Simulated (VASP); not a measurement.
# AlN (F-43m) in VASP: relaxation of cell and atoms with PBEsol

Aim: the relaxation of cell and atoms of AlN with PBEsol.

Program: VASP 6.6.1. These are calculated values, not measurements. Logs are shortened: lines on timing, memory, paths and dates and some standing lists are left out, and cuts for length are marked.

## Step 1: The cell of the first run

It takes space group F-43m (No. 216, cubic). Conventional cell: a = 4.377 Å, b = 4.377 Å, c = 4.377 Å, α = 90.00°, β = 90.00°, γ = 90.00°. Within 2.5 Å of Al (site symmetry -43m) lie 4 N at 1.90 Å. Within 2.5 Å of N (site symmetry -43m) lie 4 Al at 1.90 Å.

## Step 2: Relaxation of cell and atoms, PBEsol, target pressure 15 GPa, at which the enthalpy is minimised

The input, INCAR:

```
SYSTEM = AlN
PREC = Accurate
ENCUT = 600
EDIFF = 1E-6
ISMEAR = 0
SIGMA = 0.01
LREAL = .FALSE.
LASPH = .TRUE.
NELM = 80
ALGO = Normal
ISIF = 3
LWAVE = .FALSE.
LCHARG = .FALSE.
GGA = PS
IBRION = 2
NSW = 100
EDIFFG = -0.002
PSTRESS = 150.0
```

The input, KPOINTS:

```
Automatic mesh
0
G
  10 10 10
  0 0 0
```

The input, POSCAR:

```
AlN
1.0
    2.1886794804      2.1886794804      0.0000000000
   -2.1886794804      2.1886794804      0.0000000000
    0.0000000000      2.1886794804      2.1886794804
Al N
1 1
Direct
    0.0000000000      0.0000000000      0.0000000000
    0.2500000000      0.7500000000      0.5000000000
```

Potentials or basis: VASP PAW PBE potentials, release 64 (Al, N).

Command:

```bash
> cat potpaw_PBE.64/Al/POTCAR potpaw_PBE.64/N/POTCAR > POTCAR
> mpirun -np 1 vasp_std > vasp.out
```

OUTCAR:

```text
SYSTEM = AlN
   PREC = Accurate
   ENCUT = 600
   EDIFF = 1E-6
   ISMEAR = 0
   LREAL = .FALSE.
   LASPH = .TRUE.
   NELM = 80
   ISIF = 3
   GGA = PS
   IBRION = 2
   NSW = 100
   EDIFFG = -0.002
   PSTRESS = 150.0

 ion  position               nearest neighbor table
   1  0.000  0.000  0.000-   2 1.90   2 1.90   2 1.90   2 1.90
   2  0.250  0.750  0.500-   1 1.90   1 1.90   1 1.90   1 1.90

  LATTYP: Found a face centered cubic cell.
 ALAT       =     4.3773589608

  Lattice vectors:

 A1 = (   0.0000000000,   2.1886794804,   2.1886794804)
 A2 = (   2.1886794804,   0.0000000000,   2.1886794804)
 A3 = (   2.1886794804,   2.1886794804,   0.0000000000)

Analysis of symmetry for initial positions (statically):
=====================================================================
 Subroutine PRICEL returns:
 Original cell was already a primitive cell.

 Routine SETGRP: Setting up the symmetry group for a
 face centered cubic supercell.

 Subroutine GETGRP returns: Found 24 space group operations
 (whereof 24 operations were pure point group operations)
 out of a pool of 48 trial point group operations.

The static configuration has the point symmetry T_d .

Analysis of symmetry for dynamics (positions and initial velocities):
=====================================================================
 Subroutine PRICEL returns:
 Original cell was already a primitive cell.

 Routine SETGRP: Setting up the symmetry group for a
 face centered cubic supercell.

 Subroutine GETGRP returns: Found 24 space group operations
 (whereof 24 operations were pure point group operations)
 out of a pool of 48 trial point group operations.

The dynamic configuration has the point symmetry T_d .

 Subroutine INISYM returns: Found 24 space group operations
 (whereof 24 operations are pure point group operations),
 and found     1 'primitive' translations

----------------------------------------------------------------------------------------

                                     Primitive cell

  volume of cell :      20.9689

  direct lattice vectors                    reciprocal lattice vectors
     2.188679480  2.188679480  0.000000000     0.228448251  0.228448251 -0.228448251
    -2.188679480  2.188679480  0.000000000    -0.228448251  0.228448251 -0.228448251
     0.000000000  2.188679480  2.188679480     0.000000000  0.000000000  0.456896503

  length of vectors
     3.095260205  3.095260205  3.095260205     0.395683978  0.395683978  0.456896503

  position of ions in fractional coordinates (direct lattice)
     0.000000000  0.000000000  0.000000000
     0.250000000  0.750000000  0.500000000

  ion indices of the primitive-cell ions
   primitive index   ion index
                 1           1
                 2           2

----------------------------------------------------------------------------------------

 KPOINTS: Automatic mesh

Automatic generation of k-mesh.
 Grid dimensions read from file:
 generate k-points for:   10   10   10

 Generating k-lattice:

  Cartesian coordinates                     Fractional coordinates (reciprocal lattice)
     0.022844825  0.022844825 -0.022844825     0.100000000  0.000000000  0.000000000
    -0.022844825  0.022844825 -0.022844825     0.000000000  0.100000000  0.000000000
     0.000000000  0.000000000  0.045689650     0.000000000  0.000000000  0.100000000

  Length of vectors
     0.039568398  0.039568398  0.045689650

  Shift w.r.t. Gamma in fractional coordinates (k-lattice)
     0.000000000  0.000000000  0.000000000

 Subroutine IBZKPT returns following result:
 ===========================================

 Found     47 irreducible k-points:

 Following reciprocal coordinates:
            Coordinates               Weight
  0.000000  0.000000  0.000000      1.000000
  0.100000  0.000000  0.000000      8.000000
  0.200000  0.000000  0.000000      8.000000
  0.300000  0.000000  0.000000      8.000000
  0.400000  0.000000  0.000000      8.000000
  0.500000  0.000000  0.000000      4.000000
[... 16 lines left out ...]
  0.300000  0.300000  0.000000     12.000000
  0.400000  0.300000  0.000000     24.000000
 [... further k-points ...]
   k-points           NKPTS =     47   k-points in BZ     NKDIM =     47   number of bands    NBANDS=      8
   number of dos      NEDOS =    301   number of ions     NIONS =      2
   total plane-waves  NPLWV =  21952
   dimension x,y,z NGX =    28 NGY =   28 NGZ =   28
   dimension x,y,z NGXF=    56 NGYF=   56 NGZF=   56
   ions per type =               1   1
   NGX,Y,Z   is equivalent  to a cutoff of  15.04, 15.04, 15.04 a.u.
   NGXF,Y,Z  is equivalent  to a cutoff of  30.08, 30.08, 30.08 a.u.
 SYSTEM =  AlN
   PREC   = accura    normal or accurate (medium, high low for compatibility)
   ISTART =      0    job   : 0-new  1-cont  2-samecut
   ICHARG =      2    charge: 1-file 2-atom 10-const
   ISPIN  =      1    spin polarized calculation?
   LNONCOLLINEAR =      F non collinear calculations
   LSORBIT =      F    spin-orbit coupling
   LASPH  =      T    aspherical Exc in radial PAW
   ENCUT  =  600.0 eV  44.10 Ry    6.64 a.u.   6.18  6.18  6.18*2*pi/ulx,y,z
   NELM   =     80;   NELMIN=  2; NELMDL= -5     # of ELM steps
   EDIFF  = 0.1E-05   stopping-criterion for ELM
   LREAL  =      F    real-space projection
   EDIFFG = -.2E-02   stopping-criterion for IOM
   NSW    =    100    number of steps for IOM
   IBRION =      2    ionic relax: 0-MD 1-quasi-New 2-CG
   NFREE  =      1    steps in history (QN), initial steepest desc. (CG)
   ISIF   =      3    stress and relaxation
   ISYM   =      2    0-nonsym 1-usesym 2-fastsym
   POTIM  = 0.5000    time-step for ionic-motion
   TEBEG  =    0.0;   TEEND  =   0.0 temperature during run
   PSTRESS=  150.0 pullay stress
   NELECT =       8.0000    total number of electrons
   NUPDOWN=      -1.0000    fix difference up-down
   EMIN   =  10.00;   EMAX   =-10.00  energy-range for DOS
   EFERMI =   0.00;   METHOD = LEGACY
   ISMEAR =     0;   SIGMA  =   0.01  broadening in eV -4-tet -1-fermi 0-gaus
   EFERMI_NEDOS =   21; number of points for ismear=-14 and -15
   IALGO  =     38    algorithm
   IMIX   =      4    mixing-type and parameters
     AMIX     =   0.40;   BMIX     =  1.00
     AMIX_MAG =   1.60;   BMIX_MAG =  1.00
  volume/ion in A,a.u.               =      10.48        70.75
  Fermi-wavevector in a.u.,A,eV,Ry     =   1.187352  2.243769 19.181544  1.409804
  Thomas-Fermi vector in A             =   2.323505
   LORBIT       =      0    0 simple, 1 ext, 2 COOP (PROOUT), +10 PAW based schemes
   GGA     = PS    functional components
   LHFCALC =     F    Hartree Fock is set to
   AEXX    =    0.0000 exact exchange contribution
   IVDW    =     0    specifies the selected vdW correction
   LEPSILON=     F    determine dielectric tensor
   LRPA    =     F    only Hartree local field effects (RPA)
 conjugate gradient relaxation of ions
 non-spin polarized calculation
 Gauss-broadening in eV      SIGMA  =   0.01
  energy-cutoff  :      600.00
  volume of cell :       20.97
 maximum number of plane-waves:       725
 NGX is ok and might be reduce to    28
   NGX = 13   NGY = 13   NGZ = 13

--------------------------------------- Ionic step        1  -------------------------------------------

 number of electron       7.9999999 magnetization

 Free energy of the ion-electron system (eV)
  ---------------------------------------------------
  ext. energy  EPLUGINS =         0.00000000
  ---------------------------------------------------
  free energy    TOTEN  =       -15.61303235 eV

  energy without entropy =      -15.61303235  energy(sigma->0) =      -15.61303235

------------------------ aborting loop because EDIFF is reached ----------------------------------------

  FORCE on cell =-STRESS in cart. coord.  units (eV):
  Direction    XX          YY          ZZ          XY          YZ          ZX
  --------------------------------------------------------------------------------------
  -------------------------------------------------------------------------------------
  Total       -0.0143989     -0.0143989     -0.0143989      0.0000000      0.0000000     -0.0000000
  in kB       -1.1001816     -1.1001816     -1.1001816      0.0000000      0.0000000     -0.0000000
  external PRESSURE =    -151.1001816 kB  Pullay stress =     150.0000000 kB
[... 175 lines left out ...]
  enthalpy is  TOTEN    =       -13.7162660410 eV   P V=        1.8383524826

--------------------------------------- Ionic step        6  -------------------------------------------

 number of electron       8.0000000 magnetization

 Free energy of the ion-electron system (eV)
  ---------------------------------------------------
  ext. energy  EPLUGINS =         0.00000000
  ---------------------------------------------------
  free energy    TOTEN  =       -15.55426311 eV

  energy without entropy =      -15.55426311  energy(sigma->0) =      -15.55426311

 E-fermi :   6.5459     XC(G=0): -11.3922

 val. band max:        6.4528384287   @ k =   0.0000   0.0000   0.0000
 cond. band min:       9.6654868536   @ k =   0.5000   0.5000   0.0000
 fundamental gap:      3.2126484249
 Fermi energy:         6.5459134934

 k-point     1 :       0.0000    0.0000    0.0000
  band No.  band energies     occupation
      1      -8.8607      2.00000
      2       6.4528      2.00000
      3       6.4528      2.00000
      4       6.4528      2.00000
      5      11.1209      0.00000
      6      19.5164      0.00000
      7      19.5164      0.00000
      8      19.5164      0.00000
[... 243 lines left out ...]
 k-point    24 :       0.4000    0.3000    0.0000
  band No.  band energies     occupation
      1      -6.0212      2.00000
      2       1.6759      2.00000
      3       2.9567      2.00000
      4       5.2209      2.00000
      5      12.2895      0.00000
      6      16.9536      0.00000
      7      19.7845      0.00000
      8      20.4269      0.00000

 [... further k-points ...]

------------------------ aborting loop because EDIFF is reached ----------------------------------------

  FORCE on cell =-STRESS in cart. coord.  units (eV):
  Direction    XX          YY          ZZ          XY          YZ          ZX
  --------------------------------------------------------------------------------------
  -------------------------------------------------------------------------------------
  Total        1.8368136      1.8368136      1.8368136      0.0000000      0.0000000     -0.0000000
  in kB      149.9034666    149.9034666    149.9034666      0.0000000      0.0000000     -0.0000000
  external PRESSURE =      -0.0965334 kB  Pullay stress =     150.0000000 kB
[... 17 lines left out ...]
  FREE ENERGIE OF THE ION-ELECTRON SYSTEM (eV)
  ---------------------------------------------------
  free  energy   TOTEN  =       -15.5542631066 eV

  energy  without entropy=      -15.5542631066  energy(sigma->0) =      -15.55426311

  enthalpy is  TOTEN    =       -13.7162666450 eV   P V=        1.8379964616

 reached required accuracy - stopping structural energy minimisation
```

Run time: 32 s. Hardware: 1 thread of Intel Xeon 8259CL, shared host; peak memory 0.16 GiB.

Results:

* Free energy: -15.5543 eV
* Relaxed volume: 9.82 Å³/atom
* Relaxed cell: a = 3.028 Å, b = 3.028 Å, c = 3.028 Å, α = 60.00°, β = 60.00°, γ = 90.00°
* Space group after relaxing (to 0.1 Å): F-43m (No. 216)
* Energy change on relaxing (the run minimises the enthalpy): +29.4 meV/atom
* Ionic steps: 6
* Pressure after relaxing: 15.0 GPa
* Band gap on the k mesh: 3.21 eV (least direct gap 4.67 eV)

Step by step:
```csv
step,energy change (eV),largest force (eV/Å),pressure (GPa),volume (Å³)
1,0.0000,0.0000,-0.11,20.97
2,0.3096,0.0000,39.34,18.11
3,0.0567,0.0000,14.67,19.65
4,0.0591,0.0000,15.05,19.63
5,0.0584,0.0000,14.95,19.64
6,0.0588,0.0000,14.99,19.63
```

Final structure:
```cif
data_structure
_symmetry_space_group_name_H-M 'P 1'
_symmetry_Int_Tables_number 1
_cell_length_a 3.0280
_cell_length_b 3.0280
_cell_length_c 3.0280
_cell_angle_alpha 60.000
_cell_angle_beta 60.000
_cell_angle_gamma 90.000
_cell_volume 19.63
loop_
_atom_site_label
_atom_site_type_symbol
_atom_site_fract_x
_atom_site_fract_y
_atom_site_fract_z
_atom_site_occupancy
Al1 Al 0.00000 0.00000 0.00000 1
N1 N 0.25000 0.75000 0.50000 1
```

Levels at points of the mesh, in eV from the valence-band top:
```csv
k point,band 1,band 2,band 3,band 4,band 5,band 6,band 7,band 8
"(0.00, 0.00, 0.00)",-15.31,0.00,0.00,0.00,4.67,13.06,13.06,13.06
"(0.50, 0.00, 0.00)",-13.05,-6.17,-0.49,-0.49,7.83,10.17,11.41,11.41
"(0.50, 0.50, 0.00)",-12.34,-5.14,-1.85,-1.85,3.21,8.84,14.71,16.37
```

Caveat: the cell is relaxed towards a set pressure, so the run minimises the enthalpy, not the energy; the PAW data sets were made with another functional, which shifts forces and pressure a little. A k mesh can miss the band edges.
